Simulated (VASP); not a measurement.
# Ge (Fd-3m) in VASP: notebook

Ge is run at these levels: PBE, r2SCAN; tasks: single point.

Program: VASP 6.6.1. These are calculated values, not measurements. Logs are shortened: lines on timing, memory, paths and dates and some standing lists are left out, and cuts for length are marked.

### Step 1. The cell of the first run

Symmetry: Fd-3m, No. 227, cubic system. Conventional cell: a = 5.767 Å, b = 5.767 Å, c = 5.767 Å, α = 90.00°, β = 90.00°, γ = 90.00°. Within 3.3 Å of Ge (site symmetry -43m) lie 4 Ge at 2.50 Å.

### Step 2. Single point, PBE (23.98 Å³/atom)

File INCAR:

```
ALGO     = Normal         # electronic algorithm
EDIFF    = 1E-7           # SCF threshold, eV
ENCUT    = 520            # plane-wave cutoff, eV
GGA      = PE             # functional
ISIF     = 2              # what is computed and relaxed
ISMEAR   = 0              # smearing method
LASPH    = True           # aspherical terms in the spheres
LCHARG   = False          # write CHGCAR
LREAL    = False          # projectors in reciprocal space
LWAVE    = False          # write WAVECAR
NBANDS   = 21             # bands
NELM     = 100            # most SCF steps
PREC     = Accurate       # precision mode
SIGMA    = 0.05           # smearing width, eV
```

File KPOINTS:

```
k-points
0
Gamma
  6 6 6
```

File POSCAR:

```
Ge
1.0
    0.0000000000      2.8836883182      2.8836883182
    2.8836883182      0.0000000000      2.8836883182
    2.8836883182      2.8836883182      0.0000000000
Ge
2
Direct
    0.5000000000      0.5000000000      0.5000000000
    0.7500000000      0.7500000000      0.7500000000
```

Potentials or basis: VASP PAW PBE potentials, release 64 (Ge_d).

Command:

```sh
cat potpaw_PBE.64/Ge_d/POTCAR > POTCAR
mpirun -np 1 vasp_std > vasp.out
```

OUTCAR:

```text
EDIFF = 1E-7
   ENCUT = 520
   GGA = PE
   ISIF = 2
   ISMEAR = 0
   LASPH = True
   LREAL = False
   NELM = 100
   PREC = Accurate

 ion  position               nearest neighbor table
   1  0.500  0.500  0.500-   2 2.50   2 2.50   2 2.50   2 2.50
   2  0.750  0.750  0.750-   1 2.50   1 2.50   1 2.50   1 2.50

  LATTYP: Found a face centered cubic cell.
 ALAT       =     5.7673766364

  Lattice vectors:

 A1 = (   0.0000000000,   2.8836883182,   2.8836883182)
 A2 = (   2.8836883182,   0.0000000000,   2.8836883182)
 A3 = (   2.8836883182,   2.8836883182,   0.0000000000)

Analysis of symmetry for initial positions (statically):
=====================================================================
 Subroutine PRICEL returns:
 Original cell was already a primitive cell.

 Routine SETGRP: Setting up the symmetry group for a
 face centered cubic supercell.

 Subroutine GETGRP returns: Found 48 space group operations
 (whereof 24 operations were pure point group operations)
 out of a pool of 48 trial point group operations.

The static configuration has the point symmetry T_d .
 The point group associated with its full space group is O_h .

Analysis of symmetry for dynamics (positions and initial velocities):
=====================================================================
 Subroutine PRICEL returns:
 Original cell was already a primitive cell.

 Routine SETGRP: Setting up the symmetry group for a
 face centered cubic supercell.

 Subroutine GETGRP returns: Found 48 space group operations
 (whereof 24 operations were pure point group operations)
 out of a pool of 48 trial point group operations.

The dynamic configuration has the point symmetry T_d .
 The point group associated with its full space group is O_h .

 Subroutine INISYM returns: Found 48 space group operations
 (whereof 24 operations are pure point group operations),
 and found     1 'primitive' translations

----------------------------------------------------------------------------------------

                                     Primitive cell

  volume of cell :      47.9595

  direct lattice vectors                    reciprocal lattice vectors
     0.000000000  2.883688318  2.883688318    -0.173389058  0.173389058  0.173389058
     2.883688318  0.000000000  2.883688318     0.173389058 -0.173389058  0.173389058
     2.883688318  2.883688318  0.000000000     0.173389058  0.173389058 -0.173389058

  length of vectors
     4.078151129  4.078151129  4.078151129     0.300318657  0.300318657  0.300318657

  position of ions in fractional coordinates (direct lattice)
     0.500000000  0.500000000  0.500000000
     0.750000000  0.750000000  0.750000000

  ion indices of the primitive-cell ions
   primitive index   ion index
                 1           1
                 2           2

----------------------------------------------------------------------------------------

 KPOINTS: k-points

Automatic generation of k-mesh.
 Grid dimensions read from file:
 generate k-points for:    6    6    6

 Generating k-lattice:

  Cartesian coordinates                     Fractional coordinates (reciprocal lattice)
    -0.028898176  0.028898176  0.028898176     0.166666667  0.000000000  0.000000000
     0.028898176 -0.028898176  0.028898176     0.000000000  0.166666667  0.000000000
     0.028898176  0.028898176 -0.028898176     0.000000000  0.000000000  0.166666667

  Length of vectors
     0.050053110  0.050053110  0.050053110

  Shift w.r.t. Gamma in fractional coordinates (k-lattice)
     0.000000000  0.000000000  0.000000000

 Subroutine IBZKPT returns following result:
 ===========================================

 Found     16 irreducible k-points:

 Following reciprocal coordinates:
            Coordinates               Weight
  0.000000  0.000000  0.000000      1.000000
  0.166667  0.000000  0.000000      8.000000
  0.333333  0.000000  0.000000      8.000000
  0.500000  0.000000  0.000000      4.000000
  0.166667  0.166667  0.000000      6.000000
  0.333333  0.166667  0.000000     24.000000
[... 8 lines left out ...]
 -0.333333  0.333333  0.166667     24.000000
 -0.333333  0.500000  0.166667     12.000000
   k-points           NKPTS =     16   k-points in BZ     NKDIM =     16   number of bands    NBANDS=     21
   number of dos      NEDOS =    301   number of ions     NIONS =      2
   total plane-waves  NPLWV =  27000
   dimension x,y,z NGX =    30 NGY =   30 NGZ =   30
   dimension x,y,z NGXF=    60 NGYF=   60 NGZF=   60
   ions per type =               2
   NGX,Y,Z   is equivalent  to a cutoff of  12.23, 12.23, 12.23 a.u.
   NGXF,Y,Z  is equivalent  to a cutoff of  24.46, 24.46, 24.46 a.u.
 SYSTEM =  unknown system
   PREC   = accura    normal or accurate (medium, high low for compatibility)
   ISTART =      0    job   : 0-new  1-cont  2-samecut
   ICHARG =      2    charge: 1-file 2-atom 10-const
   ISPIN  =      1    spin polarized calculation?
   LNONCOLLINEAR =      F non collinear calculations
   LSORBIT =      F    spin-orbit coupling
   LASPH  =      T    aspherical Exc in radial PAW
   ENCUT  =  520.0 eV  38.22 Ry    6.18 a.u.   7.58  7.58  7.58*2*pi/ulx,y,z
   NELM   =    100;   NELMIN=  2; NELMDL= -5     # of ELM steps
   EDIFF  = 0.1E-06   stopping-criterion for ELM
   LREAL  =      F    real-space projection
   EDIFFG = 0.1E-05   stopping-criterion for IOM
   NSW    =      0    number of steps for IOM
   IBRION =     -1    ionic relax: 0-MD 1-quasi-New 2-CG
   NFREE  =      0    steps in history (QN), initial steepest desc. (CG)
   ISIF   =      2    stress and relaxation
   ISYM   =      2    0-nonsym 1-usesym 2-fastsym
   POTIM  = 0.5000    time-step for ionic-motion
   TEBEG  =    0.0;   TEEND  =   0.0 temperature during run
   PSTRESS=    0.0 pullay stress
   NELECT =      28.0000    total number of electrons
   NUPDOWN=      -1.0000    fix difference up-down
   EMIN   =  10.00;   EMAX   =-10.00  energy-range for DOS
   EFERMI =   0.00;   METHOD = LEGACY
   ISMEAR =     0;   SIGMA  =   0.05  broadening in eV -4-tet -1-fermi 0-gaus
   EFERMI_NEDOS =   21; number of points for ismear=-14 and -15
   IALGO  =     38    algorithm
   IMIX   =      4    mixing-type and parameters
     AMIX     =   0.40;   BMIX     =  1.00
     AMIX_MAG =   1.60;   BMIX_MAG =  1.00
  volume/ion in A,a.u.               =      23.98       161.82
  Fermi-wavevector in a.u.,A,eV,Ry     =   1.368262  2.585640 25.472015  1.872140
  Thomas-Fermi vector in A             =   2.494241
   LORBIT       =      0    0 simple, 1 ext, 2 COOP (PROOUT), +10 PAW based schemes
   GGA     = PE    functional components
   LHFCALC =     F    Hartree Fock is set to
   AEXX    =    0.0000 exact exchange contribution
   IVDW    =     0    specifies the selected vdW correction
   LEPSILON=     F    determine dielectric tensor
   LRPA    =     F    only Hartree local field effects (RPA)
 non-spin polarized calculation
 Gauss-broadening in eV      SIGMA  =   0.05
  energy-cutoff  :      520.00
  volume of cell :       47.96
 maximum number of plane-waves:      1308
   NGX = 15   NGY = 15   NGZ = 15

 number of electron      27.9999977 magnetization

 Free energy of the ion-electron system (eV)
  ---------------------------------------------------
  ext. energy  EPLUGINS =         0.00000000
  ---------------------------------------------------
  free energy    TOTEN  =        -8.99351271 eV

  energy without entropy =       -8.99275072  energy(sigma->0) =       -8.99313171

 E-fermi :   4.4449     XC(G=0):  -9.6478

 val. band max:        3.9775192133   @ k =   0.0000   0.0000   0.0000
 cond. band min:       4.4567995295   @ k =   0.0000   0.0000   0.0000
 fundamental gap:      0.4792803163
 Fermi energy:         4.4448593553

 k-point     1 :       0.0000    0.0000    0.0000
  band No.  band energies     occupation
      1     -20.2813      2.00000
      2     -20.2813      2.00000
      3     -20.2813      2.00000
      4     -20.2495      2.00000
      5     -20.2495      2.00000
      6     -20.0679      2.00000
[... 13 lines left out ...]
     20      13.7820      0.00000
     21      13.7820      0.00000

 k-point     2 :       0.1667    0.0000    0.0000
  band No.  band energies     occupation
      1     -20.2914      2.00000
      2     -20.2914      2.00000
      3     -20.2775      2.00000
      4     -20.2348      2.00000
      5     -20.2348      2.00000
      6     -20.0838      2.00000
[... 13 lines left out ...]
     20      12.7257      0.00000
     21      12.7257      0.00000

 k-point     3 :       0.3333    0.0000    0.0000
  band No.  band energies     occupation
      1     -20.3003      2.00000
      2     -20.3003      2.00000
      3     -20.2697      2.00000
      4     -20.2183      2.00000
      5     -20.2183      2.00000
      6     -20.0967      2.00000
[... 13 lines left out ...]
     20      13.2861      0.00000
     21      13.2861      0.00000

 k-point     4 :       0.5000    0.0000    0.0000
  band No.  band energies     occupation
      1     -20.3025      2.00000
      2     -20.3025      2.00000
      3     -20.2657      2.00000
      4     -20.2135      2.00000
      5     -20.2135      2.00000
      6     -20.0998      2.00000
[... 13 lines left out ...]
     20      14.8669      0.00000
     21      15.3779      0.00000

 k-point     5 :       0.1667    0.1667    0.0000
  band No.  band energies     occupation
      1     -20.2896      2.00000
      2     -20.2896      2.00000
      3     -20.2883      2.00000
      4     -20.2362      2.00000
      5     -20.2178      2.00000
      6     -20.1121      2.00000
[... 13 lines left out ...]
     20      12.6400      0.00000
     21      14.2396      0.00000

 k-point     6 :       0.3333    0.1667    0.0000
  band No.  band energies     occupation
      1     -20.3068      2.00000
      2     -20.2987      2.00000
      3     -20.2716      2.00000
      4     -20.2187      2.00000
      5     -20.1960      2.00000
      6     -20.1338      2.00000
[... 13 lines left out ...]
     20      13.9699      0.00000
     21      14.5478      0.00000

 k-point     7 :       0.5000    0.1667    0.0000
  band No.  band energies     occupation
      1     -20.3166      2.00000
      2     -20.3056      2.00000
      3     -20.2512      2.00000
      4     -20.2023      2.00000
      5     -20.1951      2.00000
      6     -20.1299      2.00000
[... 13 lines left out ...]
     20      15.0918      0.00000
     21      15.4077      0.00000
[... 99 lines left out ...]
      1     -20.3259      2.00000
      2     -20.3118      2.00000
      3     -20.2336      2.00000
      4     -20.1741      2.00000
      5     -20.1694      2.00000
      6     -20.1569      2.00000
[... 13 lines left out ...]
     20      13.2633      0.00000
     21      17.5211      0.00000

 k-point    13 :       0.5000    0.5000    0.0000
  band No.  band energies     occupation
      1     -20.3109      2.00000
      2     -20.3109      2.00000
      3     -20.2353      2.00000
      4     -20.2353      2.00000
      5     -20.1522      2.00000
      6     -20.1522      2.00000
[... 13 lines left out ...]
     20      15.5048      0.00000
     21      16.9815      0.00000

 k-point    14 :       0.5000    0.3333    0.1667
  band No.  band energies     occupation
      1     -20.3153      2.00000
      2     -20.3125      2.00000
      3     -20.2471      2.00000
      4     -20.2010      2.00000
      5     -20.1720      2.00000
      6     -20.1571      2.00000
[... 13 lines left out ...]
     20      14.0978      0.00000
     21      16.4378      0.00000

 k-point    15 :      -0.3333    0.3333    0.1667
  band No.  band energies     occupation
      1     -20.3238      2.00000
      2     -20.3150      2.00000
      3     -20.2280      2.00000
      4     -20.1854      2.00000
      5     -20.1665      2.00000
      6     -20.1590      2.00000
[... 13 lines left out ...]
     20      15.8944      0.00000
     21      15.9256      0.00000

 k-point    16 :      -0.3333    0.5000    0.1667
  band No.  band energies     occupation
      1     -20.3200      2.00000
      2     -20.3200      2.00000
      3     -20.2103      2.00000
      4     -20.2103      2.00000
      5     -20.1550      2.00000
      6     -20.1550      2.00000
[... 13 lines left out ...]
     20      15.0549      0.00000
     21      17.0055      0.00000

------------------------ aborting loop because EDIFF is reached ----------------------------------------

  FORCE on cell =-STRESS in cart. coord.  units (eV):
  Direction    XX          YY          ZZ          XY          YZ          ZX
  --------------------------------------------------------------------------------------
  -------------------------------------------------------------------------------------
  Total       -0.0338864     -0.0338864     -0.0338864      0.0000000     -0.0000000     -0.0000000
  in kB       -1.1320377     -1.1320377     -1.1320377      0.0000000     -0.0000000     -0.0000000
  external PRESSURE =      -1.1320377 kB  Pullay stress =       0.0000000 kB

 VOLUME and BASIS-vectors are now :
 -----------------------------------------------------------------------------
  energy-cutoff  :      520.00
  volume of cell :       47.96
      direct lattice vectors                 reciprocal lattice vectors
     0.000000000  2.883688318  2.883688318    -0.173389058  0.173389058  0.173389058
     2.883688318  0.000000000  2.883688318     0.173389058 -0.173389058  0.173389058
     2.883688318  2.883688318  0.000000000     0.173389058  0.173389058 -0.173389058

 POSITION                                       TOTAL-FORCE (eV/Angst)
 -----------------------------------------------------------------------------------
      2.88369      2.88369      2.88369         0.000000      0.000000      0.000000
      4.32553      4.32553      4.32553        -0.000000     -0.000000     -0.000000
 -----------------------------------------------------------------------------------
    total drift:                                0.000000     -0.000000      0.000000

  FREE ENERGIE OF THE ION-ELECTRON SYSTEM (eV)
  ---------------------------------------------------
  free  energy   TOTEN  =        -8.9935127140 eV

  energy  without entropy=       -8.9927507159  energy(sigma->0) =       -8.99313171
```

Wall time 27 s (1 thread of Intel Xeon 8259CL, shared host); peak memory 0.16 GiB.

Results:

| Property | Result |
| --- | --- |
| Free energy | -8.9935 eV |
| Pressure | -0.1 GPa |
| Band gap on the k mesh | zero (filled and empty bands touch) |

Caveat: semilocal functionals underestimate gaps, so a narrow gap can read as zero.

### Step 3. Single point, r2SCAN

This run uses another cell than the first one, of 22.83 Å³/atom.

File POSCAR:

```
Ge
1.0
    0.0000000000      2.8367839300      2.8367839300
    2.8367839300      0.0000000000      2.8367839300
    2.8367839300      2.8367839300      0.0000000000
Ge
2
Direct
    0.5000000000      0.5000000000      0.5000000000
    0.7500000000      0.7500000000      0.7500000000
```

File INCAR.step1:

```
ALGO = Normal
EDIFF = 1E-4
ENCUT = 520
GGA = PE
ISMEAR = 0
LASPH = True
LCHARG = False
LREAL = False
LWAVE = True
NBANDS = 21
NELM = 60
PREC = Accurate
SIGMA = 0.05
```

File INCAR.step2:

```
ALGO = Normal
EDIFF = 1E-6
ENCUT = 520
ISIF = 2
ISMEAR = 0
ISTART = 1
LASPH = True
LCHARG = False
LMIXTAU = True
LREAL = False
LWAVE = False
METAGGA = R2SCAN
NBANDS = 21
NELM = 60
PREC = Accurate
SIGMA = 0.05
```

File KPOINTS:

```
k-points
0
Gamma
  12 12 12
```

Potentials or basis: VASP PAW PBE potentials, release 64 (Ge_d).

Command:

```sh
cat potpaw_PBE.64/Ge_d/POTCAR > POTCAR
cp INCAR.step1 INCAR
mpirun -np 1 vasp_std > vasp.out
cp INCAR.step2 INCAR
mpirun -np 1 vasp_std > vasp.out
```

It took 6.3 min on 1 thread of Intel Xeon 8259CL, shared host; peak memory 0.2 GiB.

The run converged. Its results:

```
Free energy            : -27.7444 eV
Pressure               : 0.1 GPa
Band gap on the k mesh : 0.32 eV
```

Levels at points of the mesh, in eV from the valence-band top:
```tsv
k point	band 11	band 12	band 13	band 14	band 15	band 16	band 17	band 18
(0.00, 0.00, 0.00)	-13.24	0.00	0.00	0.00	0.32	2.71	2.71	2.71
(0.50, 0.00, 0.00)	-11.07	-7.83	-1.47	-1.47	0.42	3.99	3.99	7.65
(0.50, 0.50, 0.00)	-9.18	-9.18	-3.20	-3.20	0.98	0.98	10.03	10.03
```

Caveat: the PAW data sets were made with another functional, which shifts forces and pressure a little. A k mesh can miss the band edges.

### Step 4. Single point, r2SCAN

File POSCAR:

```
Ge
1.0
    0.0000000000      2.8836883182      2.8836883182
    2.8836883182      0.0000000000      2.8836883182
    2.8836883182      2.8836883182      0.0000000000
Ge
2
Direct
    0.5000000000      0.5000000000      0.5000000000
    0.7500000000      0.7500000000      0.7500000000
```

File INCAR.step1:

```
  ALGO = Normal
  EDIFF = 1E-4
  ENCUT = 520
  GGA = PE
  ISMEAR = 0
  LASPH = True
  LCHARG = False
  LREAL = False
  LWAVE = True
  NBANDS = 21
  NELM = 100
  PREC = Accurate
  SIGMA = 0.05
```

File INCAR.step2:

```
  ALGO = Normal
  EDIFF = 1E-6
  ENCUT = 520
  ISIF = 2
  ISMEAR = 0
  ISTART = 1
  LASPH = True
  LCHARG = False
  LMIXTAU = True
  LREAL = False
  LWAVE = False
  METAGGA = R2SCAN
  NBANDS = 21
  NELM = 100
  PREC = Accurate
  SIGMA = 0.05
```

KPOINTS is that of step 3.

Command:

```sh
cat potpaw_PBE.64/Ge_d/POTCAR > POTCAR
cp INCAR.step1 INCAR
mpirun -np 1 vasp_std > vasp.out
cp INCAR.step2 INCAR
mpirun -np 1 vasp_std > vasp.out
```

Wall time 6.6 min (1 thread of Intel Xeon 8259CL, shared host); peak memory 0.2 GiB.

It converged, with:

```
Free energy            : -27.7233 eV
Pressure               : -3.0 GPa
Band gap on the k mesh : zero (filled and empty bands touch)
```

Levels at points of the mesh, in eV from the Fermi level:
| k point | band 11 | band 12 | band 13 | band 14 | band 15 | band 16 | band 17 | band 18 |
| --- | --- | --- | --- | --- | --- | --- | --- | --- |
| (0.00, 0.00, 0.00) | -12.88 | -0.16 | -0.02 | -0.02 | -0.02 | 2.67 | 2.67 | 2.67 |
| (0.50, 0.00, 0.00) | -10.83 | -7.62 | -1.41 | -1.41 | 0.24 | 3.95 | 3.95 | 7.58 |
| (0.50, 0.50, 0.00) | -9.01 | -9.01 | -3.04 | -3.04 | 1.02 | 1.02 | 9.60 | 9.60 |

Caveat: semilocal functionals underestimate gaps, so a narrow gap can read as zero; the PAW data sets were made with another functional, which shifts forces and pressure a little.

### Step 5. The runs side by side

```csv
level,cell,k mesh,gap on the mesh (eV),pressure (GPa)
PBE,"a = 4.078 Å, angles 60.0°, 2 atoms",6 × 6 × 6,none,-0.1
r2SCAN,"a = 4.012 Å, angles 60.0°, 2 atoms",12 × 12 × 12,0.32,0.1
r2SCAN,"a = 4.078 Å, angles 60.0°, 2 atoms",12 × 12 × 12,none,-3.0
```

Alike in all rows: task single point; potentials or basis VASP PAW PBE potentials, release 64 (Ge_d); no spin polarisation; cutoff (eV) 520; smearing gaussian 0.05 eV.

Caveats: semilocal functionals underestimate gaps, so a narrow gap can read as zero (at least some runs); the PAW data sets were made with another functional, which shifts forces and pressure a little (at least some runs).

Absolute energies hang on the potentials; compare differences alone.
